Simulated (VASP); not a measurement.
# ZnSe (Pm-3m) in VASP: further runs, part 2 of 2

VASP 6.6.1. The steps go on from the part before.

## Step 3: Single point, PBE

This run uses another cell than the first one, of 18.83 Å³/atom, 0.746 times its volume.

The input, INCAR:

```
SYSTEM = ZnSe
PREC     = Accurate       ! precision mode
ENCUT    = 520            ! plane-wave cutoff, eV
EDIFF    = 1E-6           ! SCF threshold, eV
ISMEAR   = 0              ! smearing method
SIGMA    = 0.1            ! smearing width, eV
LREAL    = .False.        ! projectors in reciprocal space
LASPH    = .True.         ! aspherical terms in the spheres
NELM     = 100            ! most SCF steps
ALGO     = Normal         ! electronic algorithm
ISIF     = 2              ! what is computed and relaxed
LWAVE    = .False.        ! write WAVECAR
LCHARG   = .True.         ! write CHGCAR
GGA      = PE             ! functional
LELF     = .True.         ! ELF
LVHAR    = .True.       
NBANDS   = 16             ! bands
```

The input, KPOINTS:

```
regular mesh
0
Gamma
  16 16 16
  0 0 0
```

The input, POSCAR:

```
ZnSe
1.0
    3.3521379601      0.0000000000      0.0000000000
    0.0000000000      3.3521379601      0.0000000000
    0.0000000000      0.0000000000      3.3521379601
Zn Se
1 1
Direct
    0.5000000000      0.5000000000      0.5000000000
    0.0000000000      0.0000000000      0.0000000000
```

Potentials or basis: VASP PAW PBE potentials, release 64 (Zn, Se).

Command:

```
> cat potpaw_PBE.64/Zn/POTCAR potpaw_PBE.64/Se/POTCAR > POTCAR
> mpirun -np 1 vasp_std > vasp.out
```

OUTCAR:

```text
SYSTEM = ZnSe
   PREC = Accurate
   ENCUT = 520
   EDIFF = 1E-6
   ISMEAR = 0
   LREAL = .False.
   LASPH = .True.
   NELM = 100
   ISIF = 2
   GGA = PE

 ion  position               nearest neighbor table
   1  0.500  0.500  0.500-   2 2.90   2 2.90   2 2.90   2 2.90   2 2.90   2 2.90   2 2.90   2 2.90

   2  0.000  0.000  0.000-   1 2.90   1 2.90   1 2.90   1 2.90   1 2.90   1 2.90   1 2.90   1 2.90

  LATTYP: Found a simple cubic cell.
 ALAT       =     3.3521379601

  Lattice vectors:

 A1 = (   3.3521379601,   0.0000000000,   0.0000000000)
 A2 = (   0.0000000000,   3.3521379601,   0.0000000000)
 A3 = (   0.0000000000,   0.0000000000,   3.3521379601)

Analysis of symmetry for initial positions (statically):
=====================================================================
 Subroutine PRICEL returns:
 Original cell was already a primitive cell.

 Routine SETGRP: Setting up the symmetry group for a
 simple cubic supercell.

 Subroutine GETGRP returns: Found 48 space group operations
 (whereof 48 operations were pure point group operations)
 out of a pool of 48 trial point group operations.

The static configuration has the point symmetry O_h .

Analysis of symmetry for dynamics (positions and initial velocities):
=====================================================================
 Subroutine PRICEL returns:
 Original cell was already a primitive cell.

 Routine SETGRP: Setting up the symmetry group for a
 simple cubic supercell.

 Subroutine GETGRP returns: Found 48 space group operations
 (whereof 48 operations were pure point group operations)
 out of a pool of 48 trial point group operations.

The dynamic configuration has the point symmetry O_h .

 Subroutine INISYM returns: Found 48 space group operations
 (whereof 48 operations are pure point group operations),
 and found     1 'primitive' translations

----------------------------------------------------------------------------------------

                                     Primitive cell

[... 111 lines left out ...]
  volume/ion in A,a.u.               =      18.83       127.10
  Fermi-wavevector in a.u.,A,eV,Ry     =   1.279903  2.418666 22.288413  1.638152
  Thomas-Fermi vector in A             =   2.412362
   LORBIT       =      0    0 simple, 1 ext, 2 COOP (PROOUT), +10 PAW based schemes
   GGA     = PE    functional components
   LHFCALC =     F    Hartree Fock is set to
   AEXX    =    0.0000 exact exchange contribution
   IVDW    =     0    specifies the selected vdW correction
   LEPSILON=     F    determine dielectric tensor
   LRPA    =     F    only Hartree local field effects (RPA)
 non-spin polarized calculation
 Gauss-broadening in eV      SIGMA  =   0.10
  energy-cutoff  :      520.00
  volume of cell :       37.67
 maximum number of plane-waves:      1064
 NGX is ok and might be reduce to    28
   NGX = 13   NGY = 13   NGZ = 13

 number of electron      17.9999987 magnetization

 Free energy of the ion-electron system (eV)
  ---------------------------------------------------
  ext. energy  EPLUGINS =         0.00000000
  ---------------------------------------------------
  free energy    TOTEN  =        -4.34816645 eV

  energy without entropy =       -4.34023860  energy(sigma->0) =       -4.34420252

 E-fermi :   3.8439     XC(G=0): -10.6843

 val. band max:        3.8437453870   @ k =   0.3750   0.0000   0.0000
 cond. band min:       3.8640239366   @ k =   0.5000   0.1250   0.0625
 fundamental gap:      0.0202785496
 Fermi energy:         3.8439297429

 k-point     1 :       0.0000    0.0000    0.0000
  band No.  band energies     occupation
      1     -10.5818      2.00000
      2      -3.1868      2.00000
      3      -3.1868      2.00000
      4      -2.9041      2.00000
      5      -2.9041      2.00000
      6      -2.9041      2.00000
[... 433 lines left out ...]
      3      -3.1214      2.00000
      4      -3.0629      2.00000
      5      -3.0616      2.00000
      6      -2.9067      2.00000
[... 8 lines left out ...]
     15      15.8355      0.00000
     16      18.4559      0.00000

 [... further k-points ...]

------------------------ aborting loop because EDIFF is reached ----------------------------------------

  FORCE on cell =-STRESS in cart. coord.  units (eV):
  Direction    XX          YY          ZZ          XY          YZ          ZX
  --------------------------------------------------------------------------------------
  -------------------------------------------------------------------------------------
  Total        0.0315618      0.0315618      0.0315618      0.0000000      0.0000000     -0.0000000
  in kB        1.3424747      1.3424747      1.3424747      0.0000000      0.0000000     -0.0000000
  external PRESSURE =       1.3424747 kB  Pullay stress =       0.0000000 kB

 VOLUME and BASIS-vectors are now :
 -----------------------------------------------------------------------------
  energy-cutoff  :      520.00
  volume of cell :       37.67
      direct lattice vectors                 reciprocal lattice vectors
     3.352137960  0.000000000  0.000000000     0.298317078  0.000000000  0.000000000
     0.000000000  3.352137960  0.000000000     0.000000000  0.298317078  0.000000000
     0.000000000  0.000000000  3.352137960     0.000000000  0.000000000  0.298317078

 POSITION                                       TOTAL-FORCE (eV/Angst)
 -----------------------------------------------------------------------------------
      1.67607      1.67607      1.67607         0.000000      0.000000      0.000000
      0.00000      0.00000      0.00000         0.000000      0.000000      0.000000
 -----------------------------------------------------------------------------------
    total drift:                                0.000000      0.000000      0.000000

  FREE ENERGIE OF THE ION-ELECTRON SYSTEM (eV)
  ---------------------------------------------------
  free  energy   TOTEN  =        -4.3481664493 eV

  energy  without entropy=       -4.3402385973  energy(sigma->0) =       -4.34420252
```

OSZICAR:

```text
N       E                     dE             d eps       ncg     rms          rms(c)
DAV:   1     0.746762355011E+02    0.74676E+02   -0.88256E+03  5296   0.137E+03
DAV:   2    -0.880597447212E+00   -0.75557E+02   -0.71273E+02  6112   0.249E+02
DAV:   3    -0.464649974497E+01   -0.37659E+01   -0.37258E+01  6448   0.508E+01
DAV:   4    -0.466846045608E+01   -0.21961E-01   -0.21955E-01  6232   0.413E+00
DAV:   5    -0.466854623261E+01   -0.85777E-04   -0.85776E-04  6656   0.248E-01    0.415E+00
DAV:   6    -0.436279647905E+01    0.30575E+00   -0.58392E-01  6840   0.214E+01    0.309E+00
DAV:   7    -0.435193498172E+01    0.10861E-01   -0.80240E-02  6016   0.440E+00    0.151E+00
DAV:   8    -0.434827960692E+01    0.36554E-02   -0.66650E-03  6400   0.866E-01    0.328E-01
DAV:   9    -0.434814426373E+01    0.13534E-03   -0.75710E-04  6232   0.238E-01    0.490E-02
DAV:  10    -0.434816505090E+01   -0.20787E-04   -0.35867E-05  6584   0.548E-02    0.124E-02
DAV:  11    -0.434816658066E+01   -0.15298E-05   -0.36319E-06  6016   0.188E-02    0.215E-03
DAV:  12    -0.434816644927E+01    0.13139E-06   -0.36795E-08  3192   0.176E-03
   1 F= -.43481664E+01 E0= -.43442025E+01  d E =-.792785E-02
```

Wall time 74 s (1 thread of Intel Xeon 6975P-C, shared host); peak memory 0.24 GiB.

Results:

| Quantity | Value |
| --- | --- |
| Free energy | -4.3482 eV |
| Pressure | 0.1 GPa |
| Band gap on the k mesh | zero (band 9 reaches 4.30 eV, above the bottom of band 10 at 2.52 eV) |

## Step 4: Relaxation of cell and atoms, PBE

This run uses another cell than the first one, of 18.74 Å³/atom, 0.743 times its volume.

The input, INCAR:

```
  ALGO = Normal
  EDIFF = 1E-6
  EDIFFG = -0.01
  ENCUT = 600
  GGA = PE
  IBRION = 2
  ISIF = 3
  ISMEAR = 0
  LASPH = True
  LCHARG = False
  LREAL = False
  LWAVE = False
  NELM = 100
  NSW = 100
  PREC = Accurate
  SIGMA = 0.1
```

The input, KPOINTS:

```
k-points
0
Gamma
  16 16 16
```

The input, POSCAR:

```
ZnSe
1.0
    3.3465257134      0.0000000000      0.0000000000
    0.0000000000      3.3465257134      0.0000000000
    0.0000000000      0.0000000000      3.3465257134
Zn Se
1 1
Direct
    0.5000000000      0.5000000000      0.5000000000
    0.0000000000      0.0000000000      0.0000000000
```

Potentials or basis: VASP PAW PBE potentials, release 64 (Zn, Se).

Command:

```
> cat potpaw_PBE.64/Zn/POTCAR potpaw_PBE.64/Se/POTCAR > POTCAR
> mpirun -np 1 vasp_std > vasp.out
```

OUTCAR:

```text
EDIFF = 1E-6
   EDIFFG = -0.01
   ENCUT = 600
   GGA = PE
   IBRION = 2
   ISIF = 3
   ISMEAR = 0
   LASPH = True
   LREAL = False
   NELM = 100
   NSW = 100
   PREC = Accurate

 ion  position               nearest neighbor table
   1  0.500  0.500  0.500-   2 2.90   2 2.90   2 2.90   2 2.90   2 2.90   2 2.90   2 2.90   2 2.90

   2  0.000  0.000  0.000-   1 2.90   1 2.90   1 2.90   1 2.90   1 2.90   1 2.90   1 2.90   1 2.90

  LATTYP: Found a simple cubic cell.
 ALAT       =     3.3465257134

  Lattice vectors:

 A1 = (   3.3465257134,   0.0000000000,   0.0000000000)
 A2 = (   0.0000000000,   3.3465257134,   0.0000000000)
 A3 = (   0.0000000000,   0.0000000000,   3.3465257134)

Analysis of symmetry for initial positions (statically):
=====================================================================
 Subroutine PRICEL returns:
 Original cell was already a primitive cell.

 Routine SETGRP: Setting up the symmetry group for a
 simple cubic supercell.

 Subroutine GETGRP returns: Found 48 space group operations
 (whereof 48 operations were pure point group operations)
 out of a pool of 48 trial point group operations.

The static configuration has the point symmetry O_h .

Analysis of symmetry for dynamics (positions and initial velocities):
=====================================================================
 Subroutine PRICEL returns:
 Original cell was already a primitive cell.

[... 233 lines left out ...]
  ext. energy  EPLUGINS =         0.00000000
  ---------------------------------------------------
  free energy    TOTEN  =        -4.34807808 eV

  energy without entropy =       -4.34012320  energy(sigma->0) =       -4.34410064

 E-fermi :   3.8204     XC(G=0): -10.6727

 val. band max:        3.8195808922   @ k =   0.3750   0.0000   0.0000
 cond. band min:       3.8396376472   @ k =   0.5000   0.1250   0.0625
 fundamental gap:      0.0200567549
 Fermi energy:         3.8203537521

 k-point     1 :       0.0000    0.0000    0.0000
  band No.  band energies     occupation
      1     -10.5875      2.00000
      2      -3.2059      2.00000
      3      -3.2059      2.00000
      4      -2.9250      2.00000
      5      -2.9250      2.00000
      6      -2.9250      2.00000
      7       2.5387      2.00000
      8       2.6940      2.00000
      9       2.6940      2.00000
     10       2.6940      2.00000
     11       9.6809      0.00000
     12       9.6809      0.00000
     13      14.8260      0.00000
[... 354 lines left out ...]
  band No.  band energies     occupation
      1      -9.3117      2.00000
      2      -3.6698      2.00000
      3      -3.1409      2.00000
      4      -3.0826      2.00000
      5      -3.0814      2.00000
      6      -2.9276      2.00000
      7      -2.3237      2.00000
      8       2.7975      2.00000
      9       4.1308      0.00001
     10       6.7000      0.00000
     11       8.0396      0.00000
     12      10.6559      0.00000
     13      10.7365      0.00000

 [... further k-points ...]

------------------------ aborting loop because EDIFF is reached ----------------------------------------

  FORCE on cell =-STRESS in cart. coord.  units (eV):
  Direction    XX          YY          ZZ          XY          YZ          ZX
  --------------------------------------------------------------------------------------
  -------------------------------------------------------------------------------------
  Total       -0.0040765     -0.0040765     -0.0040765     -0.0000000      0.0000000     -0.0000000
  in kB       -0.1729753     -0.1729753     -0.1729753     -0.0000000      0.0000000     -0.0000000
  external PRESSURE =      -0.1729753 kB  Pullay stress =       0.0000000 kB
[... 17 lines left out ...]
  FREE ENERGIE OF THE ION-ELECTRON SYSTEM (eV)
  ---------------------------------------------------
  free  energy   TOTEN  =        -4.3480780818 eV

  energy  without entropy=       -4.3401232019  energy(sigma->0) =       -4.34410064

 reached required accuracy - stopping structural energy minimisation
```

It took 1.9 min on 1 thread of Intel Xeon 6975P-C, shared host; peak memory 0.25 GiB.

Results:

```
Free energy                            : -4.3481 eV
Relaxed volume                         : 18.88 Å³/atom
Relaxed cell                           : a = 3.355 Å, b = 3.355 Å, c = 3.355 Å, α = 90.00°, β = 90.00°, γ = 90.00°
Space group after relaxing (to 0.05 Å) : Pm-3m (No. 221)
Energy gained by relaxing              : 0.2 meV/atom
Ionic steps                            : 3
Pressure after relaxing                : 0.0 GPa
Band gap on the k mesh                 : zero (band 9 reaches 4.27 eV, above the bottom of band 10 at 2.51 eV)
```

Step by step:
```csv
step,energy change (eV),largest force (eV/Å),pressure (GPa),volume (Å³)
1,0.0000,0.0000,0.35,37.48
2,-0.0003,0.0000,0.09,37.70
3,-0.0003,0.0000,-0.02,37.76
```

Final structure:
```cif
data_structure
_symmetry_space_group_name_H-M 'P 1'
_symmetry_Int_Tables_number 1
_cell_length_a 3.3548
_cell_length_b 3.3548
_cell_length_c 3.3548
_cell_angle_alpha 90.000
_cell_angle_beta 90.000
_cell_angle_gamma 90.000
_cell_volume 37.76
loop_
_atom_site_label
_atom_site_type_symbol
_atom_site_fract_x
_atom_site_fract_y
_atom_site_fract_z
_atom_site_occupancy
Zn1 Zn 0.50000 0.50000 0.50000 1
Se1 Se 0.00000 0.00000 0.00000 1
```

## Step 5: Summary

| task | cell | k mesh | cutoff (eV) | gap on the mesh (eV) | pressure (GPa) |
| --- | --- | --- | --- | --- | --- |
| single point | a = 3.696 Å, 2 atoms | 6 × 6 × 6 | 520 | none | -9.4 |
| single point | a = 3.352 Å, 2 atoms | 16 × 16 × 16 | 520 | none | 0.1 |
| relaxation of cell and atoms | relaxed from a = 3.347 Å, 2 atoms | 16 × 16 × 16 | 600 | none | 0.0 |

Alike in all rows: level PBE; potentials or basis VASP PAW PBE potentials, release 64 (Zn, Se); no spin polarisation; smearing gaussian 0.1 eV.

Total energies depend on the potentials used, so only differences within one code and one set of settings carry meaning.
